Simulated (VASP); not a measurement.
# GaP (NiAs type) (P6_3/mmc) in VASP: single point with PBE

Aim: the single point of GaP (NiAs type) with PBE.

All numbers are computed with VASP 6.6.1; they aren't measurements. Logs are shortened: lines on timing, memory, paths and dates and some standing lists are left out, and cuts for length are marked.

### Step 1. The cell of the first run

Symmetry: P6_3/mmc, No. 194, hexagonal system. The conventional cell has a = 3.519 Å, b = 3.519 Å, c = 6.012 Å, α = 90.00°, β = 90.00°, γ = 120.00°. Within 3.3 Å of Ga (site symmetry -3m) lie 6 P at 2.53 Å and 2 Ga at 3.01 Å. P (site symmetry -6m2) has 6 Ga at 2.53 Å within 3.3 Å.

### Step 2. Single point, PBE

Input file INCAR:

```
PREC     = Accurate       # precision mode
ENCUT    = 500            # plane-wave cutoff, eV
EDIFF    = 1E-6           # SCF threshold, eV
ISMEAR   = -1             # smearing method
SIGMA    = 0.1            # smearing width, eV
LREAL    = F              # projectors in reciprocal space
LASPH    = T              # aspherical terms in the spheres
NELM     = 120            # most SCF steps
ALGO     = Normal         # electronic algorithm
ISIF     = 2              # what is computed and relaxed
LWAVE    = F              # write WAVECAR
LCHARG   = T              # write CHGCAR
GGA      = PE             # functional
LELF     = T              # ELF
LVHAR    = T            
NBANDS   = 26             # bands
GGA_COMPAT= F
```

Input file KPOINTS:

```
Automatic mesh
0
Gamma
  11 11 6
```

Input file POSCAR:

```
GaP
1.0
    3.5192307106      0.0000000000      0.0000000000
   -1.7596153553      3.0477431972      0.0000000000
    0.0000000000      0.0000000000      6.0121850536
Ga P
2 2
Direct
    0.0000000000      0.0000000000      0.0000000000
    0.0000000000      0.0000000000      0.5000000000
    0.3333333333      0.6666666667      0.2500000000
    0.6666666667      0.3333333333      0.7500000000
```

Potentials or basis: VASP PAW PBE potentials, release 64 (Ga_d, P).

On the command line:

```sh
$ cat potpaw_PBE.64/Ga_d/POTCAR potpaw_PBE.64/P/POTCAR > POTCAR
$ mpirun -np 1 vasp_std > vasp.out
```

OUTCAR:

```text
PREC = Accurate
   ENCUT = 500
   EDIFF = 1E-6
   ISMEAR = -1
   LREAL = F
   LASPH = T
   NELM = 120
   ISIF = 2
   GGA = PE

 ion  position               nearest neighbor table
   1  0.000  0.000  0.000-   3 2.53   4 2.53   4 2.53   3 2.53   4 2.53   3 2.53
   2  0.000  0.000  0.500-   3 2.53   4 2.53   4 2.53   3 2.53   4 2.53   3 2.53
   3  0.333  0.667  0.250-   1 2.53   2 2.53   1 2.53   2 2.53   1 2.53   2 2.53
   4  0.667  0.333  0.750-   1 2.53   2 2.53   1 2.53   2 2.53   1 2.53   2 2.53

  LATTYP: Found a hexagonal cell.
 ALAT       =     3.5192307106
 C/A-ratio  =     1.7083804809

  Lattice vectors:

 A1 = (   3.5192307106,   0.0000000000,   0.0000000000)
 A2 = (  -1.7596153553,   3.0477431972,   0.0000000000)
 A3 = (   0.0000000000,   0.0000000000,   6.0121850536)

Analysis of symmetry for initial positions (statically):
=====================================================================
 Subroutine PRICEL returns:
 Original cell was already a primitive cell.

 Routine SETGRP: Setting up the symmetry group for a
 hexagonal supercell.

 Subroutine GETGRP returns: Found 24 space group operations
 (whereof 12 operations were pure point group operations)
 out of a pool of 24 trial point group operations.

The static configuration has the point symmetry D_3d.
 The point group associated with its full space group is D_6h.

Analysis of symmetry for dynamics (positions and initial velocities):
=====================================================================
 Subroutine PRICEL returns:
 Original cell was already a primitive cell.

 Routine SETGRP: Setting up the symmetry group for a
 hexagonal supercell.

 Subroutine GETGRP returns: Found 24 space group operations
 (whereof 12 operations were pure point group operations)
 out of a pool of 24 trial point group operations.

The dynamic configuration has the point symmetry D_3d.
 The point group associated with its full space group is D_6h.

 Subroutine INISYM returns: Found 24 space group operations
 (whereof 12 operations are pure point group operations),
 and found     1 'primitive' translations

----------------------------------------------------------------------------------------

                                     Primitive cell

  volume of cell :      64.4850

  direct lattice vectors                    reciprocal lattice vectors
     3.519230711  0.000000000  0.000000000     0.284153010  0.164055817  0.000000000
    -1.759615355  3.047743197  0.000000000     0.000000000  0.328111634  0.000000000
     0.000000000  0.000000000  6.012185054     0.000000000  0.000000000  0.166328879

  length of vectors
     3.519230711  3.519230711  6.012185054     0.328111634  0.328111634  0.166328879

  position of ions in fractional coordinates (direct lattice)
     0.000000000  0.000000000  0.000000000
     0.000000000  0.000000000  0.500000000
     0.333333333  0.666666667  0.250000000
     0.666666667  0.333333333  0.750000000

  ion indices of the primitive-cell ions
   primitive index   ion index
                 1           1
                 2           2
                 3           3
                 4           4

----------------------------------------------------------------------------------------

 KPOINTS: Automatic mesh

Automatic generation of k-mesh.
 Grid dimensions read from file:
 generate k-points for:   11   11    6

 Generating k-lattice:

  Cartesian coordinates                     Fractional coordinates (reciprocal lattice)
     0.025832092  0.014914165  0.000000000     0.090909091 -0.000000000  0.000000000
     0.000000000  0.029828330  0.000000000     0.000000000  0.090909091  0.000000000
     0.000000000  0.000000000  0.027721480     0.000000000  0.000000000  0.166666667

  Length of vectors
     0.029828330  0.029828330  0.027721480

  Shift w.r.t. Gamma in fractional coordinates (k-lattice)
     0.000000000  0.000000000  0.000000000

 Subroutine IBZKPT returns following result:
 ===========================================

 Found     64 irreducible k-points:

 Following reciprocal coordinates:
            Coordinates               Weight
  0.000000  0.000000  0.000000      1.000000
  0.090909  0.000000  0.000000      6.000000
  0.181818  0.000000  0.000000      6.000000
  0.272727  0.000000  0.000000      6.000000
  0.363636 -0.000000  0.000000      6.000000
  0.454545 -0.000000  0.000000      6.000000
[... 16 lines left out ...]
  0.090909  0.090909  0.166667     12.000000
  0.181818  0.090909  0.166667     24.000000
 [... further k-points ...]
   k-points           NKPTS =     64   k-points in BZ     NKDIM =     64   number of bands    NBANDS=     26
   number of dos      NEDOS =    301   number of ions     NIONS =      4
   total plane-waves  NPLWV =  37632
   dimension x,y,z NGX =    28 NGY =   28 NGZ =   48
   dimension x,y,z NGXF=    56 NGYF=   56 NGZF=   96
   ions per type =               2   2
   NGX,Y,Z   is equivalent  to a cutoff of  13.23, 13.23, 13.27 a.u.
   NGXF,Y,Z  is equivalent  to a cutoff of  26.45, 26.45, 26.55 a.u.
 SYSTEM =  unknown system
   PREC   = accura    normal or accurate (medium, high low for compatibility)
   ISTART =      0    job   : 0-new  1-cont  2-samecut
   ICHARG =      2    charge: 1-file 2-atom 10-const
   ISPIN  =      1    spin polarized calculation?
   LNONCOLLINEAR =      F non collinear calculations
   LSORBIT =      F    spin-orbit coupling
   LASPH  =      T    aspherical Exc in radial PAW
   ENCUT  =  500.0 eV  36.75 Ry    6.06 a.u.   6.42  6.42 10.96*2*pi/ulx,y,z
   NELM   =    120;   NELMIN=  2; NELMDL= -5     # of ELM steps
   EDIFF  = 0.1E-05   stopping-criterion for ELM
   LREAL  =      F    real-space projection
   EDIFFG = 0.1E-04   stopping-criterion for IOM
   NSW    =      0    number of steps for IOM
   IBRION =     -1    ionic relax: 0-MD 1-quasi-New 2-CG
   NFREE  =      0    steps in history (QN), initial steepest desc. (CG)
   ISIF   =      2    stress and relaxation
   ISYM   =      2    0-nonsym 1-usesym 2-fastsym
   POTIM  = 0.5000    time-step for ionic-motion
   TEBEG  =    0.0;   TEEND  =   0.0 temperature during run
   PSTRESS=    0.0 pullay stress
   NELECT =      36.0000    total number of electrons
   NUPDOWN=      -1.0000    fix difference up-down
   EMIN   =  10.00;   EMAX   =-10.00  energy-range for DOS
   EFERMI =   0.00;   METHOD = LEGACY
   ISMEAR =    -1;   SIGMA  =   0.10  broadening in eV -4-tet -1-fermi 0-gaus
   EFERMI_NEDOS =   21; number of points for ismear=-14 and -15
   IALGO  =     38    algorithm
   IMIX   =      4    mixing-type and parameters
     AMIX     =   0.40;   BMIX     =  1.00
     AMIX_MAG =   1.60;   BMIX_MAG =  1.00
  volume/ion in A,a.u.               =      16.12       108.79
  Fermi-wavevector in a.u.,A,eV,Ry     =   1.347999  2.547348 24.723158  1.817101
  Thomas-Fermi vector in A             =   2.475704
   LORBIT       =      0    0 simple, 1 ext, 2 COOP (PROOUT), +10 PAW based schemes
   GGA     = PE    functional components
   LHFCALC =     F    Hartree Fock is set to
   AEXX    =    0.0000 exact exchange contribution
   IVDW    =     0    specifies the selected vdW correction
   LEPSILON=     F    determine dielectric tensor
   LRPA    =     F    only Hartree local field effects (RPA)
 non-spin polarized calculation
  energy-cutoff  :      500.00
  volume of cell :       64.48
 maximum number of plane-waves:      1654
 NGX is ok and might be reduce to    28
   NGX = 13   NGY = 13   NGZ = 21

 number of electron      36.0000000 magnetization

 Free energy of the ion-electron system (eV)
  ---------------------------------------------------
  ext. energy  EPLUGINS =         0.00000000
  ---------------------------------------------------
  free energy    TOTEN  =       -16.38508986 eV

  energy without entropy =      -16.33546447  energy(sigma->0) =      -16.36027717

 E-fermi :   7.1847     XC(G=0): -11.2475

 val. band max:        7.1789569489   @ k =   0.2727   0.1818   0.1667
 cond. band min:       7.2191794212   @ k =   0.4545  -0.0000   0.5000
 fundamental gap:      0.0402224723
 Fermi energy:         7.1847121182

 k-point     1 :       0.0000    0.0000    0.0000
  band No.  band energies     occupation
      1      -7.7103      2.00000
      2      -7.6602      2.00000
      3      -7.6602      2.00000
      4      -7.5828      2.00000
      5      -7.5828      2.00000
      6      -7.5675      2.00000
[... 18 lines left out ...]
     25      13.2126      0.00000
     26      14.8345      0.00000

 k-point     2 :       0.0909    0.0000    0.0000
  band No.  band energies     occupation
      1      -7.7079      2.00000
      2      -7.6800      2.00000
      3      -7.6591      2.00000
      4      -7.5862      2.00000
      5      -7.5781      2.00000
      6      -7.5704      2.00000
[... 18 lines left out ...]
     25      13.7141      0.00000
     26      14.2236      0.00000

 k-point     3 :       0.1818    0.0000    0.0000
  band No.  band energies     occupation
      1      -7.7314      2.00000
      2      -7.7016      2.00000
      3      -7.6579      2.00000
      4      -7.5963      2.00000
      5      -7.5780      2.00000
      6      -7.5663      2.00000
[... 18 lines left out ...]
     25      14.0225      0.00000
     26      14.0270      0.00000

 k-point     4 :       0.2727    0.0000    0.0000
  band No.  band energies     occupation
      1      -7.7939      2.00000
      2      -7.6935      2.00000
      3      -7.6591      2.00000
      4      -7.6110      2.00000
      5      -7.5883      2.00000
      6      -7.5532      2.00000
[... 18 lines left out ...]
     25      15.1248      0.00000
     26      15.2650      0.00000
[... 496 lines left out ...]
      1      -7.8603      2.00000
      2      -7.6662      2.00000
      3      -7.6558      2.00000
      4      -7.6481      2.00000
      5      -7.5988      2.00000
      6      -7.5493      2.00000
[... 18 lines left out ...]
     25      16.5065      0.00000
     26      17.1639      0.00000

 k-point    23 :       0.0909    0.0909    0.1667
  band No.  band energies     occupation
      1      -7.7049      2.00000
      2      -7.6872      2.00000
      3      -7.6536      2.00000
      4      -7.5981      2.00000
      5      -7.5763      2.00000
      6      -7.5713      2.00000
[... 18 lines left out ...]
     25      13.6993      0.00000
     26      14.1959      0.00000

 k-point    24 :       0.1818    0.0909    0.1667
  band No.  band energies     occupation
      1      -7.7551      2.00000
      2      -7.6802      2.00000
      3      -7.6582      2.00000
      4      -7.6102      2.00000
      5      -7.5791      2.00000
      6      -7.5663      2.00000
[... 18 lines left out ...]
     25      14.2524      0.00000
     26      15.1177      0.00000

 [... further k-points ...]

------------------------ aborting loop because EDIFF is reached ----------------------------------------

  FORCE on cell =-STRESS in cart. coord.  units (eV):
  Direction    XX          YY          ZZ          XY          YZ          ZX
  --------------------------------------------------------------------------------------
  -------------------------------------------------------------------------------------
  Total        3.0336424      3.0336424      3.0320296      0.0000000      0.0000000     -0.0000000
  in kB       75.3731245     75.3731245     75.3330529      0.0000000      0.0000000     -0.0000000
  external PRESSURE =      75.3597673 kB  Pullay stress =       0.0000000 kB

 VOLUME and BASIS-vectors are now :
 -----------------------------------------------------------------------------
  energy-cutoff  :      500.00
  volume of cell :       64.48
      direct lattice vectors                 reciprocal lattice vectors
     3.519230711  0.000000000  0.000000000     0.284153010  0.164055817  0.000000000
    -1.759615355  3.047743197  0.000000000     0.000000000  0.328111634  0.000000000
     0.000000000  0.000000000  6.012185054     0.000000000  0.000000000  0.166328879

 POSITION                                       TOTAL-FORCE (eV/Angst)
 -----------------------------------------------------------------------------------
      0.00000      0.00000      0.00000        -0.000000      0.000000      0.000000
      0.00000      0.00000      3.00609        -0.000000      0.000000      0.000000
     -0.00000      2.03183      1.50305        -0.000000      0.000000      0.000000
      1.75962      1.01591      4.50914         0.000000     -0.000000     -0.000000
 -----------------------------------------------------------------------------------
    total drift:                               -0.000000      0.000000      0.000000

  FREE ENERGIE OF THE ION-ELECTRON SYSTEM (eV)
  ---------------------------------------------------
  free  energy   TOTEN  =       -16.3850898592 eV

  energy  without entropy=      -16.3354644744  energy(sigma->0) =      -16.36027717
```

Wall time 96 s (1 thread of Intel Xeon Platinum 8259CL at 2.50GHz (Skylake/Cascade Lake), shared host); peak memory 0.23 GiB.

What came out:

```
Free energy            : -16.3851 eV
Pressure               : 7.5 GPa
Band gap on the k mesh : zero (band 18 reaches 7.85 eV, above the bottom of band 19 at 4.74 eV)
```

Levels at points of the mesh, in eV from the Fermi level:
```
           k point  band 14  band 15  band 16  band 17  band 18  band 19  band 20  band 21  band 22  band 23
(0.00, 0.00, 0.00)    -0.37    -0.13    -0.13     0.42     0.42     1.60     3.42     5.18     5.18     6.00
(0.00, 0.00, 0.50)    -4.84     0.22     0.22     0.22     0.22     3.40     3.40     4.76     4.76     4.76
```
